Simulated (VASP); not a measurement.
# ZnS (pbe) (P6_3mc) in VASP: notebook

ZnS (pbe) is run at these levels: PBE; tasks: single point, relaxation of cell and atoms.

Everything below comes from runs of VASP 6.6.1. Logs are shortened: lines on timing, memory, paths and dates and some standing lists are left out, and cuts for length are marked.

### 1 The cell of the first run

The structure is hexagonal, space group P6_3mc (No. 186). Conventional cell: a = 3.845 Å, b = 3.845 Å, c = 6.306 Å, α = 90.00°, β = 90.00°, γ = 120.00°. Zn (site symmetry 3m) has 4 S at 2.26 to 2.72 Å within 3.0 Å. S (site symmetry 3m) has 4 Zn at 2.26 to 2.72 Å within 3.0 Å.

### 2 Single point, PBE

File INCAR:

```
SYSTEM = ZnS
  ALGO = Normal
  EDIFF = 1E-6
  ENCUT = 520
  GGA = PE
  ISIF = 2
  ISMEAR = 0
  LASPH = .TRUE.
  LCHARG = .TRUE.
  LELF = .TRUE.
  LREAL = .FALSE.
  LVHAR = .TRUE.
  LWAVE = .FALSE.
  NBANDS = 26
  NELM = 100
  PREC = Accurate
  SIGMA = 0.01
```

File KPOINTS:

```
k-points
0
G
  9 9 6
  0 0 0
```

File POSCAR:

```
ZnS
1.0
    3.8451345355      0.0000000000      0.0000000000
   -1.9225672678      3.3299841887      0.0000000000
    0.0000000000      0.0000000000      6.3057239286
Zn S
2 2
Direct
    0.3333333333      0.6666666667     -0.0279912510
    0.6666666667      0.3333333333      0.4720087490
    0.3333333333      0.6666666667      0.4029912510
    0.6666666667      0.3333333333      0.9029912510
```

Potentials or basis: VASP PAW PBE potentials, release 64 (Zn, S).

The run is started by

```bash
> cat potpaw_PBE.64/Zn/POTCAR potpaw_PBE.64/S/POTCAR > POTCAR
> mpirun -np 1 vasp_std > vasp.out
```

OUTCAR:

```text
SYSTEM = ZnS
   EDIFF = 1E-6
   ENCUT = 520
   GGA = PE
   ISIF = 2
   ISMEAR = 0
   LASPH = .TRUE.
   LREAL = .FALSE.
   NELM = 100
   PREC = Accurate

 ion  position               nearest neighbor table
   1  0.333  0.667  0.972-   4 2.26   4 2.26   4 2.26   3 2.72
   2  0.667  0.333  0.472-   3 2.26   3 2.26   3 2.26   4 2.72
   3  0.333  0.667  0.403-   2 2.26   2 2.26   2 2.26   1 2.72
   4  0.667  0.333  0.903-   1 2.26   1 2.26   1 2.26   2 2.72

  LATTYP: Found a hexagonal cell.
 ALAT       =     3.8451345355
 C/A-ratio  =     1.6399228350

  Lattice vectors:

 A1 = (   3.8451345355,   0.0000000000,   0.0000000000)
 A2 = (  -1.9225672678,   3.3299841887,   0.0000000000)
 A3 = (   0.0000000000,   0.0000000000,   6.3057239286)

Analysis of symmetry for initial positions (statically):
=====================================================================
 Subroutine PRICEL returns:
 Original cell was already a primitive cell.

 Routine SETGRP: Setting up the symmetry group for a
 hexagonal supercell.

 Subroutine GETGRP returns: Found 12 space group operations
 (whereof  6 operations were pure point group operations)
 out of a pool of 24 trial point group operations.

The static configuration has the point symmetry C_3v.
 The point group associated with its full space group is C_6v.

Analysis of symmetry for dynamics (positions and initial velocities):
=====================================================================
 Subroutine PRICEL returns:
 Original cell was already a primitive cell.

 Routine SETGRP: Setting up the symmetry group for a
 hexagonal supercell.

 Subroutine GETGRP returns: Found 12 space group operations
 (whereof  6 operations were pure point group operations)
 out of a pool of 24 trial point group operations.

The dynamic configuration has the point symmetry C_3v.
 The point group associated with its full space group is C_6v.

 Subroutine INISYM returns: Found 12 space group operations
 (whereof  6 operations are pure point group operations),
 and found     1 'primitive' translations

----------------------------------------------------------------------------------------

                                     Primitive cell

  volume of cell :      80.7400

  direct lattice vectors                    reciprocal lattice vectors
     3.845134536  0.000000000  0.000000000     0.260068924  0.150150863  0.000000000
    -1.922567268  3.329984189  0.000000000     0.000000000  0.300301726  0.000000000
     0.000000000  0.000000000  6.305723929     0.000000000  0.000000000  0.158586074

  length of vectors
     3.845134536  3.845134536  6.305723929     0.300301726  0.300301726  0.158586074

  position of ions in fractional coordinates (direct lattice)
     0.333333333  0.666666667  0.972008749
     0.666666667  0.333333333  0.472008749
     0.333333333  0.666666667  0.402991251
     0.666666667  0.333333333  0.902991251

  ion indices of the primitive-cell ions
   primitive index   ion index
                 1           1
                 2           2
                 3           3
                 4           4

----------------------------------------------------------------------------------------

 KPOINTS: k-points

Automatic generation of k-mesh.
 Grid dimensions read from file:
 generate k-points for:    9    9    6

 Generating k-lattice:

  Cartesian coordinates                     Fractional coordinates (reciprocal lattice)
     0.028896547  0.016683429  0.000000000     0.111111111  0.000000000  0.000000000
     0.000000000  0.033366858  0.000000000     0.000000000  0.111111111  0.000000000
     0.000000000  0.000000000  0.026431012     0.000000000  0.000000000  0.166666667

  Length of vectors
     0.033366858  0.033366858  0.026431012

  Shift w.r.t. Gamma in fractional coordinates (k-lattice)
     0.000000000  0.000000000  0.000000000

 Subroutine IBZKPT returns following result:
 ===========================================

 Found     48 irreducible k-points:

 Following reciprocal coordinates:
            Coordinates               Weight
  0.000000  0.000000  0.000000      1.000000
  0.111111 -0.000000  0.000000      6.000000
  0.222222  0.000000  0.000000      6.000000
  0.333333 -0.000000  0.000000      6.000000
  0.444444  0.000000  0.000000      6.000000
  0.111111  0.111111  0.000000      6.000000
[... 16 lines left out ...]
  0.333333  0.222222  0.166667     24.000000
  0.333333  0.333333  0.166667      4.000000
 [... further k-points ...]
   k-points           NKPTS =     48   k-points in BZ     NKDIM =     48   number of bands    NBANDS=     26
   number of dos      NEDOS =    301   number of ions     NIONS =      4
   total plane-waves  NPLWV =  43200
   dimension x,y,z NGX =    30 NGY =   30 NGZ =   48
   dimension x,y,z NGXF=    60 NGYF=   60 NGZF=   96
   ions per type =               2   2
   NGX,Y,Z   is equivalent  to a cutoff of  12.97, 12.97, 12.65 a.u.
   NGXF,Y,Z  is equivalent  to a cutoff of  25.94, 25.94, 25.31 a.u.
 SYSTEM =  ZnS
   PREC   = accura    normal or accurate (medium, high low for compatibility)
   ISTART =      0    job   : 0-new  1-cont  2-samecut
   ICHARG =      2    charge: 1-file 2-atom 10-const
   ISPIN  =      1    spin polarized calculation?
   LNONCOLLINEAR =      F non collinear calculations
   LSORBIT =      F    spin-orbit coupling
   LASPH  =      T    aspherical Exc in radial PAW
   ENCUT  =  520.0 eV  38.22 Ry    6.18 a.u.   7.15  7.15 11.72*2*pi/ulx,y,z
   NELM   =    100;   NELMIN=  2; NELMDL= -5     # of ELM steps
   EDIFF  = 0.1E-05   stopping-criterion for ELM
   LREAL  =      F    real-space projection
   EDIFFG = 0.1E-04   stopping-criterion for IOM
   NSW    =      0    number of steps for IOM
   IBRION =     -1    ionic relax: 0-MD 1-quasi-New 2-CG
   NFREE  =      0    steps in history (QN), initial steepest desc. (CG)
   ISIF   =      2    stress and relaxation
   ISYM   =      2    0-nonsym 1-usesym 2-fastsym
   POTIM  = 0.5000    time-step for ionic-motion
   TEBEG  =    0.0;   TEEND  =   0.0 temperature during run
   PSTRESS=    0.0 pullay stress
   NELECT =      36.0000    total number of electrons
   NUPDOWN=      -1.0000    fix difference up-down
   EMIN   =  10.00;   EMAX   =-10.00  energy-range for DOS
   EFERMI =   0.00;   METHOD = LEGACY
   ISMEAR =     0;   SIGMA  =   0.01  broadening in eV -4-tet -1-fermi 0-gaus
   EFERMI_NEDOS =   21; number of points for ismear=-14 and -15
   IALGO  =     38    algorithm
   IMIX   =      4    mixing-type and parameters
     AMIX     =   0.40;   BMIX     =  1.00
     AMIX_MAG =   1.60;   BMIX_MAG =  1.00
  volume/ion in A,a.u.               =      20.18       136.22
  Fermi-wavevector in a.u.,A,eV,Ry     =   1.250680  2.363442 21.282230  1.564200
  Thomas-Fermi vector in A             =   2.384663
   LORBIT       =      0    0 simple, 1 ext, 2 COOP (PROOUT), +10 PAW based schemes
   GGA     = PE    functional components
   LHFCALC =     F    Hartree Fock is set to
   AEXX    =    0.0000 exact exchange contribution
   IVDW    =     0    specifies the selected vdW correction
   LEPSILON=     F    determine dielectric tensor
   LRPA    =     F    only Hartree local field effects (RPA)
 non-spin polarized calculation
 Gauss-broadening in eV      SIGMA  =   0.01
  energy-cutoff  :      520.00
  volume of cell :       80.74
 maximum number of plane-waves:      2208
 NGX is ok and might be reduce to    30
   NGX = 15   NGY = 15   NGZ = 23

 number of electron      36.0000018 magnetization

 Free energy of the ion-electron system (eV)
  ---------------------------------------------------
  ext. energy  EPLUGINS =         0.00000000
  ---------------------------------------------------
  free energy    TOTEN  =       -13.31473614 eV

  energy without entropy =      -13.31473614  energy(sigma->0) =      -13.31473614

 E-fermi :   1.9660     XC(G=0):  -9.5002

 val. band max:        1.8982206853   @ k =   0.0000   0.0000   0.0000
 cond. band min:       4.1333711888   @ k =   0.0000   0.0000   0.0000
 fundamental gap:      2.2351505035
 Fermi energy:         1.9660265410

 k-point     1 :       0.0000    0.0000    0.0000
  band No.  band energies     occupation
      1     -11.1780      2.00000
      2     -10.4078      2.00000
      3      -4.6046      2.00000
      4      -4.6046      2.00000
      5      -4.5983      2.00000
      6      -4.5983      2.00000
[... 18 lines left out ...]
     25       9.1740      0.00000
     26      10.9749      0.00000

 k-point     2 :       0.1111   -0.0000    0.0000
  band No.  band energies     occupation
      1     -11.0942      2.00000
      2     -10.3522      2.00000
      3      -4.6100      2.00000
      4      -4.5929      2.00000
      5      -4.5739      2.00000
      6      -4.5653      2.00000
[... 18 lines left out ...]
     25       9.5900      0.00000
     26      10.4953      0.00000

 k-point     3 :       0.2222    0.0000    0.0000
  band No.  band energies     occupation
      1     -10.8643      2.00000
      2     -10.2117      2.00000
      3      -4.6058      2.00000
      4      -4.5619      2.00000
      5      -4.4918      2.00000
      6      -4.4799      2.00000
[... 18 lines left out ...]
     25       9.8624      0.00000
     26      10.6828      0.00000

 k-point     4 :       0.3333   -0.0000    0.0000
  band No.  band energies     occupation
      1     -10.5576      2.00000
      2     -10.0614      2.00000
      3      -4.5492      2.00000
      4      -4.4841      2.00000
      5      -4.3962      2.00000
      6      -4.3748      2.00000
[... 18 lines left out ...]
     25      10.3986      0.00000
     26      11.6062      0.00000

 k-point     5 :       0.4444    0.0000    0.0000
  band No.  band energies     occupation
      1     -10.3049      2.00000
      2      -9.9913      2.00000
      3      -4.4600      2.00000
      4      -4.3838      2.00000
      5      -4.3365      2.00000
      6      -4.3008      2.00000
[... 18 lines left out ...]
     25      10.8310      0.00000
     26      12.3175      0.00000

 k-point     6 :       0.1111    0.1111    0.0000
  band No.  band energies     occupation
      1     -10.9371      2.00000
      2     -10.2540      2.00000
      3      -4.6079      2.00000
      4      -4.5777      2.00000
      5      -4.5150      2.00000
      6      -4.5065      2.00000
[... 427 lines left out ...]
 k-point    21 :       0.4444    0.1111    0.1667
  band No.  band energies     occupation
      1     -10.2095      2.00000
      2      -9.9974      2.00000
      3      -4.4253      2.00000
      4      -4.3556      2.00000
      5      -4.3250      2.00000
      6      -4.2666      2.00000
[... 18 lines left out ...]
     25      11.1682      0.00000
     26      12.8020      0.00000

 k-point    22 :       0.2222    0.2222    0.1667
  band No.  band energies     occupation
      1     -10.3769      2.00000
      2     -10.0326      2.00000
      3      -4.4831      2.00000
      4      -4.4353      2.00000
      5      -4.3565      2.00000
      6      -4.3025      2.00000
[... 18 lines left out ...]
     25       9.9328      0.00000
     26      11.8900      0.00000

 k-point    23 :       0.3333    0.2222    0.1667
  band No.  band energies     occupation
      1     -10.1652      2.00000
      2      -9.9907      2.00000
      3      -4.3784      2.00000
      4      -4.3364      2.00000
      5      -4.3162      2.00000
      6      -4.2324      2.00000
[... 18 lines left out ...]
     25      10.9551      0.00000
     26      12.3689      0.00000

 k-point    24 :       0.3333    0.3333    0.1667
  band No.  band energies     occupation
      1     -10.0342      2.00000
      2     -10.0342      2.00000
      3      -4.3120      2.00000
      4      -4.2969      2.00000
      5      -4.2969      2.00000
      6      -4.2305      2.00000
[... 18 lines left out ...]
     25      11.9277      0.00000
     26      11.9400      0.00000

 [... further k-points ...]
[... 5 lines left out ...]
  --------------------------------------------------------------------------------------
  -------------------------------------------------------------------------------------
  Total        2.3502717      2.3502717     -0.5860576     -0.0000000     -0.0000000      0.0000000
  in kB       46.6380076     46.6380076    -11.6295322     -0.0000000     -0.0000000      0.0000000
  external PRESSURE =      27.2154943 kB  Pullay stress =       0.0000000 kB

 VOLUME and BASIS-vectors are now :
 -----------------------------------------------------------------------------
  energy-cutoff  :      520.00
  volume of cell :       80.74
      direct lattice vectors                 reciprocal lattice vectors
     3.845134536  0.000000000  0.000000000     0.260068924  0.150150863  0.000000000
    -1.922567268  3.329984189  0.000000000     0.000000000  0.300301726  0.000000000
     0.000000000  0.000000000  6.305723929     0.000000000  0.000000000  0.158586074

 POSITION                                       TOTAL-FORCE (eV/Angst)
 -----------------------------------------------------------------------------------
     -0.00000      2.21999      6.12922        -0.000000     -0.000000      0.743152
      1.92257      1.10999      2.97636         0.000000      0.000000      0.743152
     -0.00000      2.21999      2.54115        -0.000000     -0.000000     -0.743152
      1.92257      1.10999      5.69401         0.000000     -0.000000     -0.743152
 -----------------------------------------------------------------------------------
    total drift:                                0.000000      0.000001     -0.002116

  FREE ENERGIE OF THE ION-ELECTRON SYSTEM (eV)
  ---------------------------------------------------
  free  energy   TOTEN  =       -13.3147361446 eV

  energy  without entropy=      -13.3147361446  energy(sigma->0) =      -13.31473614
```

It took 40 s on 1 thread of Intel Xeon 6975P-C (Granite Rapids), shared host; peak memory 0.24 GiB.

Results:

```
Free energy            : -13.3147 eV
Pressure               : 2.7 GPa
Largest force          : 0.743 eV/Å
Band gap on the k mesh : 2.24 eV, direct
```

Forces in eV/Å, atoms in the order of the input:
```
Zn   0.000  0.000  0.743
Zn   0.000  0.000  0.743
S    0.000  0.000 -0.743
S    0.000  0.000 -0.743
```

[end of part 1 of 2]
